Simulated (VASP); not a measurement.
# Bi (R-3m) in VASP: single point with r2SCAN

Aim: the single point of Bi with r2SCAN.

Everything below comes from runs of VASP 6.6.1. Logs are shortened: lines on timing, memory, paths and dates and some standing lists are left out, and cuts for length are marked.

### 1 The cell of the first run

Symmetry: R-3m, No. 166, trigonal system. The conventional cell has a = 4.535 Å, b = 4.535 Å, c = 11.814 Å, α = 90.00°, β = 90.00°, γ = 120.00°. Within 4.0 Å of Bi (site symmetry 3m) lie 6 Bi at 3.06 to 3.52 Å.

### 2 Single point, r2SCAN

The input, POSCAR:

```
Bi
1.0
    2.2675000000      1.3091417400      3.9380000000
   -2.2675000000      1.3091417400      3.9380000000
    0.0000000000     -2.6182834700      3.9380000000
Bi
2
Direct
    0.2340000000      0.2340000000      0.2340000000
    0.7660000000      0.7660000000      0.7660000000
```

The input, INCAR.step1:

```
PREC     = Accurate       # precision mode
ENCUT    = 550            # plane-wave cutoff, eV
ISMEAR   = -1             # smearing method
SIGMA    = 0.05           # smearing width, eV
LREAL    = False          # projectors in reciprocal space
LASPH    = True           # aspherical terms in the spheres
NELM     = 120            # most SCF steps
NBANDS   = 22             # bands
GGA      = PE             # functional
ALGO     = Normal         # electronic algorithm
EDIFF    = 1E-5           # SCF threshold, eV
LWAVE    = True           # write WAVECAR
LCHARG   = False          # write CHGCAR
GGA_COMPAT= False
```

The input, INCAR.step2:

```
PREC     = Accurate       # precision mode
ENCUT    = 550            # plane-wave cutoff, eV
EDIFF    = 1E-6           # SCF threshold, eV
ISMEAR   = -1             # smearing method
SIGMA    = 0.05           # smearing width, eV
LREAL    = False          # projectors in reciprocal space
LASPH    = True           # aspherical terms in the spheres
NELM     = 120            # most SCF steps
ALGO     = Normal         # electronic algorithm
ISIF     = 2              # what is computed and relaxed
LWAVE    = False          # write WAVECAR
LCHARG   = True           # write CHGCAR
METAGGA  = R2SCAN         # meta-GGA
LMIXTAU  = True         
LELF     = True           # ELF
LVHAR    = True         
NBANDS   = 22             # bands
ISTART   = 1            
GGA_COMPAT= False
```

The input, KPOINTS:

```
Automatic mesh
0
Gamma
  7 7 7
  0.5 0.5 0.5
```

Potentials or basis: VASP PAW PBE potentials, release 64 (Bi_d).

Launch:

```bash
cat potpaw_PBE.64/Bi_d/POTCAR > POTCAR
cp INCAR.step1 INCAR
mpirun -np 1 vasp_std > vasp.out
cp INCAR.step2 INCAR
mpirun -np 1 vasp_std > vasp.out
```

OUTCAR:

```text
PREC = Accurate
   ENCUT = 550
   EDIFF = 1E-6
   ISMEAR = -1
   LREAL = False
   LASPH = True
   NELM = 120
   ISIF = 2
   METAGGA = R2SCAN
   ISTART = 1

 ion  position               nearest neighbor table
   1  0.234  0.234  0.234-   2 3.06   2 3.06   2 3.06   2 3.52   2 3.52   2 3.52
   2  0.766  0.766  0.766-   1 3.06   1 3.06   1 3.06   1 3.52   1 3.52   1 3.52

  LATTYP: Found a trigonal (rhomboedric) cell.
 ALAT       =     4.7289800534
 COS(alpha) =     0.5401781297

  Lattice vectors:

 A1 = (   2.2675000000,   1.3091417400,   3.9380000000)
 A2 = (  -2.2675000000,   1.3091417400,   3.9380000000)
 A3 = (   0.0000000000,  -2.6182834700,   3.9380000000)

Analysis of symmetry for initial positions (statically):
=====================================================================
 Subroutine PRICEL returns:
 Original cell was already a primitive cell.

 Routine SETGRP: Setting up the symmetry group for a
 trigonal (rhombohedral) supercell.

 Subroutine GETGRP returns: Found 12 space group operations
 (whereof 12 operations were pure point group operations)
 out of a pool of 12 trial point group operations.

The static configuration has the point symmetry D_3d.

Analysis of symmetry for dynamics (positions and initial velocities):
=====================================================================
 Subroutine PRICEL returns:
 Original cell was already a primitive cell.

 Routine SETGRP: Setting up the symmetry group for a
 trigonal (rhombohedral) supercell.

 Subroutine GETGRP returns: Found 12 space group operations
 (whereof 12 operations were pure point group operations)
 out of a pool of 12 trial point group operations.

The dynamic configuration has the point symmetry D_3d.

 Subroutine INISYM returns: Found 12 space group operations
 (whereof 12 operations are pure point group operations),
 and found     1 'primitive' translations

----------------------------------------------------------------------------------------

                                     Primitive cell

  volume of cell :      70.1392

  direct lattice vectors                    reciprocal lattice vectors
     2.267500000  1.309141740  3.938000000     0.220507166  0.127309872  0.084645336
    -2.267500000  1.309141740  3.938000000    -0.220507166  0.127309872  0.084645336
     0.000000000 -2.618283470  3.938000000     0.000000000 -0.254619744  0.084645336

  length of vectors
     4.728980053  4.728980053  4.728980052     0.268320791  0.268320791  0.268320791

  position of ions in fractional coordinates (direct lattice)
     0.234000000  0.234000000  0.234000000
     0.766000000  0.766000000  0.766000000

  ion indices of the primitive-cell ions
   primitive index   ion index
                 1           1
                 2           2

----------------------------------------------------------------------------------------

 KPOINTS: Automatic mesh

Automatic generation of k-mesh.
 Grid dimensions read from file:
 generate k-points for:    7    7    7

 Generating k-lattice:

  Cartesian coordinates                     Fractional coordinates (reciprocal lattice)
     0.031501024  0.018187125  0.012092191     0.142857143  0.000000000  0.000000000
    -0.031501024  0.018187125  0.012092191     0.000000000  0.142857143  0.000000000
     0.000000000 -0.036374249  0.012092191    -0.000000000 -0.000000000  0.142857143

  Length of vectors
     0.038331542  0.038331542  0.038331542

  Shift w.r.t. Gamma in fractional coordinates (k-lattice)
     0.500000000  0.500000000  0.500000000

 Subroutine IBZKPT returns following result:
 ===========================================

 Found     44 irreducible k-points:

 Following reciprocal coordinates:
            Coordinates               Weight
  0.071429  0.071429  0.071429      2.000000
  0.214286  0.071429  0.071429      6.000000
  0.357143  0.071429  0.071429      6.000000
  0.500000  0.071429  0.071429      6.000000
 -0.357143  0.071429  0.071429      6.000000
 -0.214286  0.071429  0.071429      6.000000
[... 16 lines left out ...]
 -0.357143 -0.357143  0.071429      6.000000
 -0.214286 -0.357143  0.071429     12.000000
 [... further k-points ...]
   k-points           NKPTS =     44   k-points in BZ     NKDIM =     44   number of bands    NBANDS=     22
   number of dos      NEDOS =    301   number of ions     NIONS =      2
   total plane-waves  NPLWV =  46656
   dimension x,y,z NGX =    36 NGY =   36 NGZ =   36
   dimension x,y,z NGXF=    72 NGYF=   72 NGZF=   72
   ions per type =               2
   NGX,Y,Z   is equivalent  to a cutoff of  12.66, 12.66, 12.66 a.u.
   NGXF,Y,Z  is equivalent  to a cutoff of  25.31, 25.31, 25.31 a.u.
 SYSTEM =  unknown system
   PREC   = accura    normal or accurate (medium, high low for compatibility)
   ISTART =      1    job   : 0-new  1-cont  2-samecut
   ICHARG =      0    charge: 1-file 2-atom 10-const
   ISPIN  =      1    spin polarized calculation?
   LNONCOLLINEAR =      F non collinear calculations
   LSORBIT =      F    spin-orbit coupling
   LASPH  =      T    aspherical Exc in radial PAW
   ENCUT  =  550.0 eV  40.42 Ry    6.36 a.u.   9.04  9.04  9.04*2*pi/ulx,y,z
   NELM   =    120;   NELMIN=  2; NELMDL=  0     # of ELM steps
   EDIFF  = 0.1E-05   stopping-criterion for ELM
   LREAL  =      F    real-space projection
   EDIFFG = 0.1E-04   stopping-criterion for IOM
   NSW    =      0    number of steps for IOM
   IBRION =     -1    ionic relax: 0-MD 1-quasi-New 2-CG
   NFREE  =      0    steps in history (QN), initial steepest desc. (CG)
   ISIF   =      2    stress and relaxation
   ISYM   =      2    0-nonsym 1-usesym 2-fastsym
   POTIM  = 0.5000    time-step for ionic-motion
   TEBEG  =    0.0;   TEEND  =   0.0 temperature during run
   PSTRESS=    0.0 pullay stress
   NELECT =      30.0000    total number of electrons
   NUPDOWN=      -1.0000    fix difference up-down
   EMIN   =  10.00;   EMAX   =-10.00  energy-range for DOS
   EFERMI =   0.00;   METHOD = LEGACY
   ISMEAR =    -1;   SIGMA  =   0.05  broadening in eV -4-tet -1-fermi 0-gaus
   EFERMI_NEDOS =   21; number of points for ismear=-14 and -15
   IALGO  =     38    algorithm
   IMIX   =      4    mixing-type and parameters
     AMIX     =   0.40;   BMIX     =  1.00
     AMIX_MAG =   1.60;   BMIX_MAG =  1.00
  volume/ion in A,a.u.               =      35.07       236.66
  Fermi-wavevector in a.u.,A,eV,Ry     =   1.233469  2.330919 20.700530  1.521446
  Thomas-Fermi vector in A             =   2.368198
   LORBIT       =      0    0 simple, 1 ext, 2 COOP (PROOUT), +10 PAW based schemes
   METAGGA = R2SCAN    functional components
   LHFCALC =     F    Hartree Fock is set to
   AEXX    =    0.0000 exact exchange contribution
   IVDW    =     0    specifies the selected vdW correction
   LEPSILON=     F    determine dielectric tensor
   LRPA    =     F    only Hartree local field effects (RPA)
 non-spin polarized calculation
  energy-cutoff  :      550.00
  volume of cell :       70.14
 maximum number of plane-waves:      2072
   NGX = 19   NGY = 19   NGZ = 19

 number of electron      30.0000004 magnetization

 Free energy of the ion-electron system (eV)
  ---------------------------------------------------
  ext. energy  EPLUGINS =         0.00000000
  ---------------------------------------------------
  free energy    TOTEN  =      -117.00238854 eV

  energy without entropy =     -117.00152306  energy(sigma->0) =     -117.00195580

 E-fermi :   6.3985     XC(G=0): -10.2184

 val. band max:        6.2513701624   @ k =   0.3571   0.2143   0.2143
 cond. band min:       6.5404991863   @ k =   0.5000   0.0714   0.0714
 fundamental gap:      0.2891290239
 Fermi energy:         6.3984784478

 k-point     1 :       0.0714    0.0714    0.0714
  band No.  band energies     occupation
      1     -17.3579      2.00000
      2     -17.3579      2.00000
      3     -17.1927      2.00000
      4     -17.1927      2.00000
      5     -17.1712      2.00000
      6     -16.9876      2.00000
[... 14 lines left out ...]
     21      12.5607      0.00000
     22      13.4230      0.00000

 k-point     2 :       0.2143    0.0714    0.0714
  band No.  band energies     occupation
      1     -17.3417      2.00000
      2     -17.3290      2.00000
      3     -17.1811      2.00000
      4     -17.1803      2.00000
      5     -17.1591      2.00000
      6     -16.9994      2.00000
[... 14 lines left out ...]
     21      12.8361      0.00000
     22      14.5074      0.00000

 k-point     3 :       0.3571    0.0714    0.0714
  band No.  band energies     occupation
      1     -17.2881      2.00000
      2     -17.2830      2.00000
      3     -17.1624      2.00000
      4     -17.1472      2.00000
      5     -17.1293      2.00000
      6     -17.0335      2.00000
[... 14 lines left out ...]
     21      13.8856      0.00000
     22      16.6490      0.00000

 k-point     4 :       0.5000    0.0714    0.0714
  band No.  band energies     occupation
      1     -17.2541      2.00000
      2     -17.2105      2.00000
      3     -17.1551      2.00000
      4     -17.1060      2.00000
      5     -17.1038      2.00000
      6     -17.0702      2.00000
[... 14 lines left out ...]
     21      15.3591      0.00000
     22      15.8348      0.00000

 k-point     5 :      -0.3571    0.0714    0.0714
  band No.  band energies     occupation
      1     -17.2777      2.00000
      2     -17.1964      2.00000
      3     -17.1643      2.00000
      4     -17.1146      2.00000
      5     -17.1008      2.00000
      6     -17.0625      2.00000
[... 417 lines left out ...]
 k-point    22 :      -0.0714    0.5000    0.0714
  band No.  band energies     occupation
      1     -17.2728      2.00000
      2     -17.1543      2.00000
      3     -17.1467      2.00000
      4     -17.1426      2.00000
      5     -17.0896      2.00000
      6     -17.0818      2.00000
[... 14 lines left out ...]
     21      15.1797      0.00000
     22      15.7952      0.00000

 k-point    23 :      -0.3571   -0.3571    0.0714
  band No.  band energies     occupation
      1     -17.3444      2.00000
      2     -17.1998      2.00000
      3     -17.1894      2.00000
      4     -17.1019      2.00000
      5     -17.0908      2.00000
      6     -17.0619      2.00000
[... 14 lines left out ...]
     21      16.2002      0.00000
     22      17.0589      0.00000

 k-point    24 :      -0.2143   -0.3571    0.0714
  band No.  band energies     occupation
      1     -17.3332      2.00000
      2     -17.1989      2.00000
      3     -17.1836      2.00000
      4     -17.1252      2.00000
      5     -17.0969      2.00000
      6     -17.0685      2.00000
[... 14 lines left out ...]
     21      15.5123      0.00000
     22      16.4027      0.00000

 [... further k-points ...]

------------------------ aborting loop because EDIFF is reached ----------------------------------------

  FORCE on cell =-STRESS in cart. coord.  units (eV):
  Direction    XX          YY          ZZ          XY          YZ          ZX
  --------------------------------------------------------------------------------------
  -------------------------------------------------------------------------------------
  Total        0.4814155      0.4814155      0.6841157      0.0000000      0.0000000      0.0000000
  in kB       10.9968862     10.9968862     15.6271303      0.0000000      0.0000000      0.0000000
  external PRESSURE =      12.5403009 kB  Pullay stress =       0.0000000 kB

 VOLUME and BASIS-vectors are now :
 -----------------------------------------------------------------------------
  energy-cutoff  :      550.00
  volume of cell :       70.14
      direct lattice vectors                 reciprocal lattice vectors
     2.267500000  1.309141740  3.938000000     0.220507166  0.127309872  0.084645336
    -2.267500000  1.309141740  3.938000000    -0.220507166  0.127309872  0.084645336
     0.000000000 -2.618283470  3.938000000     0.000000000 -0.254619744  0.084645336

 POSITION                                       TOTAL-FORCE (eV/Angst)
 -----------------------------------------------------------------------------------
      0.00000      0.00000      2.76448         0.000000     -0.000000     -0.015148
      0.00000      0.00000      9.04952         0.000000      0.000000      0.015148
 -----------------------------------------------------------------------------------
    total drift:                               -0.000000      0.000000     -0.000000

  FREE ENERGIE OF THE ION-ELECTRON SYSTEM (eV)
  ---------------------------------------------------
  free  energy   TOTEN  =      -117.0023885409 eV

  energy  without entropy=     -117.0015230612  energy(sigma->0) =     -117.00195580
```

Run time: 5.8 min. Hardware: 1 thread of Intel Xeon 8259CL, shared host; peak memory 0.25 GiB.

What came out:

```yaml
Free_energy: -117.0024 eV
Pressure: 1.3 GPa
Largest_force: 0.015 eV/Å
```

Forces in eV/Å, atoms in the order of the input:
```
Bi   0.000  0.000 -0.015
Bi   0.000  0.000  0.015
```

Stress tensor (GPa, compression positive):
```
1.10 0.00 0.00
0.00 1.10 0.00
0.00 0.00 1.56
```

Caveat: the PAW data sets were made with another functional, which shifts forces and pressure a little; spin-orbit coupling is left out, which moves the levels of the heavy elements.
